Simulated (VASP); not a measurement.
# AlV2C (P6_3/mmc) in VASP: single point with PBEsol

Aim: the single point of AlV2C with PBEsol.

All numbers are computed with VASP 6.6.1; they aren't measurements. Logs are shortened: lines on timing, memory, paths and dates and some standing lists are left out, and cuts for length are marked.

### 1 The cell of the first run

Symmetry: P6_3/mmc, No. 194, hexagonal system. The conventional cell has a = 2.879 Å, b = 2.879 Å, c = 13.026 Å, α = 90.00°, β = 90.00°, γ = 120.00°. Al (site symmetry -6m2) has 6 V at 2.72 Å and 6 Al at 2.88 Å within 3.6 Å. V (site symmetry 3m) has 3 C at 2.00 Å within 2.6 Å. C (site symmetry -3m) has 6 V at 2.00 Å within 2.6 Å.

### 2 Single point, PBEsol

Contents of INCAR:

```
PREC     = Accurate       # precision mode
ENCUT    = 520            # plane-wave cutoff, eV
EDIFF    = 1E-7           # SCF threshold, eV
ISMEAR   = 0              # smearing method
SIGMA    = 0.1            # smearing width, eV
LREAL    = False          # projectors in reciprocal space
LASPH    = True           # aspherical terms in the spheres
NELM     = 80             # most SCF steps
ALGO     = Normal         # electronic algorithm
ISIF     = 2              # what is computed and relaxed
LWAVE    = False          # write WAVECAR
LCHARG   = True           # write CHGCAR
GGA      = PS             # functional
LELF     = True           # ELF
LVHAR    = True         
NBANDS   = 43             # bands
```

Contents of KPOINTS:

```
regular mesh
0
Gamma
  15 15 4
```

Contents of POSCAR:

```
AlV2C
1.0
    2.8794019781      0.0000000000      0.0000000000
   -1.4397009891      2.4936352608      0.0000000000
    0.0000000000      0.0000000000     13.0259470989
Al V C
2 4 2
Direct
    0.3333333333      0.6666666667      0.2500000000
    0.6666666667      0.3333333333      0.7500000000
    0.3333333333      0.6666666667      0.5849977670
    0.6666666667      0.3333333333      0.4150022330
    0.6666666667      0.3333333333      0.0849977670
    0.3333333333      0.6666666667      0.9150022330
    0.0000000000      0.0000000000      0.0000000000
    0.0000000000      0.0000000000      0.5000000000
```

Potentials or basis: VASP PAW PBE potentials, release 64 (Al, V_sv, C).

Started as:

```console
$ cat potpaw_PBE.64/Al/POTCAR potpaw_PBE.64/V_sv/POTCAR potpaw_PBE.64/C/POTCAR > POTCAR
$ mpirun -np 1 vasp_std > vasp.out
```

OUTCAR:

```text
PREC = Accurate
   ENCUT = 520
   EDIFF = 1E-7
   ISMEAR = 0
   LREAL = False
   LASPH = True
   NELM = 80
   ISIF = 2
   GGA = PS

 ion  position               nearest neighbor table
   1  0.333  0.667  0.250-   4 2.72   5 2.72   4 2.72   5 2.72   4 2.72   5 2.72
   2  0.667  0.333  0.750-   3 2.72   6 2.72   3 2.72   6 2.72   3 2.72   6 2.72
   3  0.333  0.667  0.585-   8 2.00   8 2.00   8 2.00   2 2.72   2 2.72   2 2.72   4 2.77   4 2.77
                             4 2.77
   4  0.667  0.333  0.415-   8 2.00   8 2.00   8 2.00   1 2.72   1 2.72   1 2.72   3 2.77   3 2.77
                             3 2.77
   5  0.667  0.333  0.085-   7 2.00   7 2.00   7 2.00   1 2.72   1 2.72   1 2.72   6 2.77   6 2.77
                             6 2.77
   6  0.333  0.667  0.915-   7 2.00   7 2.00   7 2.00   2 2.72   2 2.72   2 2.72   5 2.77   5 2.77
                             5 2.77
   7  0.000  0.000  0.000-   5 2.00   6 2.00   5 2.00   6 2.00   5 2.00   6 2.00
   8  0.000  0.000  0.500-   3 2.00   4 2.00   4 2.00   3 2.00   4 2.00   3 2.00

  LATTYP: Found a hexagonal cell.
 ALAT       =     2.8794019781
 C/A-ratio  =     4.5238376573

  Lattice vectors:

 A1 = (   2.8794019781,   0.0000000000,   0.0000000000)
 A2 = (  -1.4397009891,   2.4936352608,   0.0000000000)
 A3 = (   0.0000000000,   0.0000000000,  13.0259470989)

Analysis of symmetry for initial positions (statically):
=====================================================================
 Subroutine PRICEL returns:
 Original cell was already a primitive cell.

 Routine SETGRP: Setting up the symmetry group for a
 hexagonal supercell.

 Subroutine GETGRP returns: Found 24 space group operations
 (whereof 12 operations were pure point group operations)
 out of a pool of 24 trial point group operations.

The static configuration has the point symmetry D_3d.
 The point group associated with its full space group is D_6h.

Analysis of symmetry for dynamics (positions and initial velocities):
=====================================================================
 Subroutine PRICEL returns:
 Original cell was already a primitive cell.

 Routine SETGRP: Setting up the symmetry group for a
 hexagonal supercell.

 Subroutine GETGRP returns: Found 24 space group operations
 (whereof 12 operations were pure point group operations)
 out of a pool of 24 trial point group operations.

The dynamic configuration has the point symmetry D_3d.
 The point group associated with its full space group is D_6h.

 Subroutine INISYM returns: Found 24 space group operations
 (whereof 12 operations are pure point group operations),
 and found     1 'primitive' translations

----------------------------------------------------------------------------------------

                                     Primitive cell

  volume of cell :      93.5286

  direct lattice vectors                    reciprocal lattice vectors
     2.879401978  0.000000000  0.000000000     0.347294337  0.200510479  0.000000000
    -1.439700989  2.493635261  0.000000000     0.000000000  0.401020958  0.000000000
     0.000000000  0.000000000 13.025947099     0.000000000  0.000000000  0.076769850

  length of vectors
     2.879401978  2.879401978 13.025947099     0.401020958  0.401020958  0.076769850

  position of ions in fractional coordinates (direct lattice)
     0.333333333  0.666666667  0.250000000
     0.666666667  0.333333333  0.750000000
     0.333333333  0.666666667  0.584997767
     0.666666667  0.333333333  0.415002233
     0.666666667  0.333333333  0.084997767
     0.333333333  0.666666667  0.915002233
     0.000000000  0.000000000  0.000000000
     0.000000000  0.000000000  0.500000000

  ion indices of the primitive-cell ions
   primitive index   ion index
                 1           1
                 2           2
                 3           3
                 4           4
                 5           5
                 6           6
                 7           7
                 8           8

----------------------------------------------------------------------------------------

 KPOINTS: regular mesh

Automatic generation of k-mesh.
 Grid dimensions read from file:
 generate k-points for:   15   15    4

 Generating k-lattice:

  Cartesian coordinates                     Fractional coordinates (reciprocal lattice)
     0.023152956  0.013367365  0.000000000     0.066666667  0.000000000  0.000000000
     0.000000000  0.026734731  0.000000000     0.000000000  0.066666667  0.000000000
     0.000000000  0.000000000  0.019192462     0.000000000  0.000000000  0.250000000

  Length of vectors
     0.026734731  0.026734731  0.019192462

  Shift w.r.t. Gamma in fractional coordinates (k-lattice)
     0.000000000  0.000000000  0.000000000

 Subroutine IBZKPT returns following result:
 ===========================================

 Found     81 irreducible k-points:

 Following reciprocal coordinates:
            Coordinates               Weight
  0.000000  0.000000  0.000000      1.000000
  0.066667  0.000000  0.000000      6.000000
  0.133333  0.000000  0.000000      6.000000
  0.200000 -0.000000  0.000000      6.000000
  0.266667  0.000000  0.000000      6.000000
  0.333333  0.000000  0.000000      6.000000
[... 16 lines left out ...]
  0.333333  0.200000  0.000000     12.000000
  0.400000  0.200000  0.000000      6.000000
 [... further k-points ...]
   k-points           NKPTS =     81   k-points in BZ     NKDIM =     81   number of bands    NBANDS=     43
   number of dos      NEDOS =    301   number of ions     NIONS =      8
   total plane-waves  NPLWV =  56448
   dimension x,y,z NGX =    24 NGY =   24 NGZ =   98
   dimension x,y,z NGXF=    48 NGYF=   48 NGZF=  196
   ions per type =               2   4   2
   NGX,Y,Z   is equivalent  to a cutoff of  13.86, 13.86, 12.51 a.u.
   NGXF,Y,Z  is equivalent  to a cutoff of  27.71, 27.71, 25.01 a.u.
 SYSTEM =  unknown system
   PREC   = accura    normal or accurate (medium, high low for compatibility)
   ISTART =      0    job   : 0-new  1-cont  2-samecut
   ICHARG =      2    charge: 1-file 2-atom 10-const
   ISPIN  =      1    spin polarized calculation?
   LNONCOLLINEAR =      F non collinear calculations
   LSORBIT =      F    spin-orbit coupling
   LASPH  =      T    aspherical Exc in radial PAW
   ENCUT  =  520.0 eV  38.22 Ry    6.18 a.u.   5.35  5.35 24.22*2*pi/ulx,y,z
   NELM   =     80;   NELMIN=  2; NELMDL= -5     # of ELM steps
   EDIFF  = 0.1E-06   stopping-criterion for ELM
   LREAL  =      F    real-space projection
   EDIFFG = 0.1E-05   stopping-criterion for IOM
   NSW    =      0    number of steps for IOM
   IBRION =     -1    ionic relax: 0-MD 1-quasi-New 2-CG
   NFREE  =      0    steps in history (QN), initial steepest desc. (CG)
   ISIF   =      2    stress and relaxation
   ISYM   =      2    0-nonsym 1-usesym 2-fastsym
   POTIM  = 0.5000    time-step for ionic-motion
   TEBEG  =    0.0;   TEEND  =   0.0 temperature during run
   PSTRESS=    0.0 pullay stress
   NELECT =      66.0000    total number of electrons
   NUPDOWN=      -1.0000    fix difference up-down
   EMIN   =  10.00;   EMAX   =-10.00  energy-range for DOS
   EFERMI =   0.00;   METHOD = LEGACY
   ISMEAR =     0;   SIGMA  =   0.10  broadening in eV -4-tet -1-fermi 0-gaus
   EFERMI_NEDOS =   21; number of points for ismear=-14 and -15
   IALGO  =     38    algorithm
   IMIX   =      4    mixing-type and parameters
     AMIX     =   0.40;   BMIX     =  1.00
     AMIX_MAG =   1.60;   BMIX_MAG =  1.00
  volume/ion in A,a.u.               =      11.69        78.90
  Fermi-wavevector in a.u.,A,eV,Ry     =   1.457498  2.754272 28.902861  2.124300
  Thomas-Fermi vector in A             =   2.574292
   LORBIT       =      0    0 simple, 1 ext, 2 COOP (PROOUT), +10 PAW based schemes
   GGA     = PS    functional components
   LHFCALC =     F    Hartree Fock is set to
   AEXX    =    0.0000 exact exchange contribution
   IVDW    =     0    specifies the selected vdW correction
   LEPSILON=     F    determine dielectric tensor
   LRPA    =     F    only Hartree local field effects (RPA)
 non-spin polarized calculation
 Gauss-broadening in eV      SIGMA  =   0.10
  energy-cutoff  :      520.00
  volume of cell :       93.53
 maximum number of plane-waves:      2557
 NGX is ok and might be reduce to    24
   NGX = 11   NGY = 11   NGZ = 49

 number of electron      66.0000013 magnetization

 Free energy of the ion-electron system (eV)
  ---------------------------------------------------
  ext. energy  EPLUGINS =         0.00000000
  ---------------------------------------------------
  free energy    TOTEN  =       -70.58707103 eV

  energy without entropy =      -70.56601664  energy(sigma->0) =      -70.57654384

 E-fermi :   9.6779     XC(G=0): -12.3975

 val. band max:        9.6768015966   @ k =   0.1333   0.0667   0.2500
 cond. band min:       9.6808406935   @ k =   0.2000  -0.0000   0.2500
 fundamental gap:      0.0040390970
 Fermi energy:         9.6778889071

 k-point     1 :       0.0000    0.0000    0.0000
  band No.  band energies     occupation
      1     -54.4367      2.00000
      2     -54.4366      2.00000
      3     -54.3665      2.00000
      4     -54.3664      2.00000
      5     -28.6248      2.00000
      6     -28.6224      2.00000
[... 35 lines left out ...]
     42      11.1486      0.00000
     43      13.0298      0.00000

 k-point     2 :       0.0667    0.0000    0.0000
  band No.  band energies     occupation
      1     -54.4336      2.00000
      2     -54.4335      2.00000
      3     -54.3648      2.00000
      4     -54.3647      2.00000
      5     -28.6202      2.00000
      6     -28.6179      2.00000
[... 35 lines left out ...]
     42      11.2095      0.00000
     43      13.0881      0.00000

 k-point     3 :       0.1333    0.0000    0.0000
  band No.  band energies     occupation
      1     -54.4249      2.00000
      2     -54.4248      2.00000
      3     -54.3600      2.00000
      4     -54.3599      2.00000
      5     -28.6075      2.00000
      6     -28.6054      2.00000
[... 35 lines left out ...]
     42      11.3857      0.00000
     43      13.1908      0.00000

 k-point     4 :       0.2000   -0.0000    0.0000
  band No.  band energies     occupation
      1     -54.4117      2.00000
      2     -54.4117      2.00000
      3     -54.3532      2.00000
      4     -54.3532      2.00000
      5     -28.5910      2.00000
      6     -28.5892      2.00000
[... 863 lines left out ...]
     42      12.5145      0.00000
     43      12.7986      0.00000

 k-point    23 :       0.3333    0.2000    0.0000
  band No.  band energies     occupation
      1     -54.3533      2.00000
      2     -54.3533      2.00000
      3     -54.3342      2.00000
      4     -54.3342      2.00000
      5     -28.5942      2.00000
      6     -28.5938      2.00000
[... 35 lines left out ...]
     42      12.0874      0.00000
     43      12.4725      0.00000

 k-point    24 :       0.4000    0.2000    0.0000
  band No.  band energies     occupation
      1     -54.3490      2.00000
      2     -54.3490      2.00000
      3     -54.3346      2.00000
      4     -54.3345      2.00000
      5     -28.5983      2.00000
      6     -28.5979      2.00000
[... 35 lines left out ...]
     42      12.0225      0.00000
     43      12.3441      0.00000

 [... further k-points ...]

------------------------ aborting loop because EDIFF is reached ----------------------------------------

  FORCE on cell =-STRESS in cart. coord.  units (eV):
  Direction    XX          YY          ZZ          XY          YZ          ZX
  --------------------------------------------------------------------------------------
  -------------------------------------------------------------------------------------
  Total        0.1991134      0.1991134      0.2093496     -0.0000000     -0.0000000      0.0000000
  in kB        3.4108815      3.4108815      3.5862297     -0.0000000     -0.0000000      0.0000000
  external PRESSURE =       3.4693309 kB  Pullay stress =       0.0000000 kB

 VOLUME and BASIS-vectors are now :
 -----------------------------------------------------------------------------
  energy-cutoff  :      520.00
  volume of cell :       93.53
      direct lattice vectors                 reciprocal lattice vectors
     2.879401978  0.000000000  0.000000000     0.347294337  0.200510479  0.000000000
    -1.439700989  2.493635261  0.000000000     0.000000000  0.401020958  0.000000000
     0.000000000  0.000000000 13.025947099     0.000000000  0.000000000  0.076769850

 POSITION                                       TOTAL-FORCE (eV/Angst)
 -----------------------------------------------------------------------------------
     -0.00000      1.66242      3.25649         0.000000     -0.000000      0.000000
      1.43970      0.83121      9.76946         0.000000     -0.000000      0.000000
     -0.00000      1.66242      7.62015        -0.000000      0.000000      0.037342
      1.43970      0.83121      5.40580         0.000000     -0.000000     -0.037342
      1.43970      0.83121      1.10718         0.000000     -0.000000      0.037342
     -0.00000      1.66242     11.91877        -0.000000      0.000000     -0.037342
      0.00000      0.00000      0.00000         0.000000     -0.000000      0.000000
      0.00000      0.00000      6.51297         0.000000     -0.000000      0.000000
 -----------------------------------------------------------------------------------
    total drift:                               -0.000000      0.000000     -0.000000

  FREE ENERGIE OF THE ION-ELECTRON SYSTEM (eV)
  ---------------------------------------------------
  free  energy   TOTEN  =       -70.5870710291 eV

  energy  without entropy=      -70.5660166449  energy(sigma->0) =      -70.57654384
```

Wall time 3.2 min (1 thread of Intel Xeon Platinum 8559C (Emerald Rapids), shared host); peak memory 0.39 GiB.

What came out:

* Free energy: -70.5871 eV
* Pressure: 0.3 GPa
* Largest force: 0.037 eV/Å
* Band gap on the k mesh: zero (band 33 reaches 10.60 eV, above the bottom of band 34 at 8.92 eV)

Forces in eV/Å, atoms in the order of the input:
```
Al   0.000  0.000  0.000
Al   0.000  0.000  0.000
V    0.000  0.000  0.037
V    0.000  0.000 -0.037
V    0.000  0.000  0.037
V    0.000  0.000 -0.037
C    0.000  0.000  0.000
C    0.000  0.000  0.000
```

Caveat: the PAW data sets were made with another functional, which shifts forces and pressure a little.
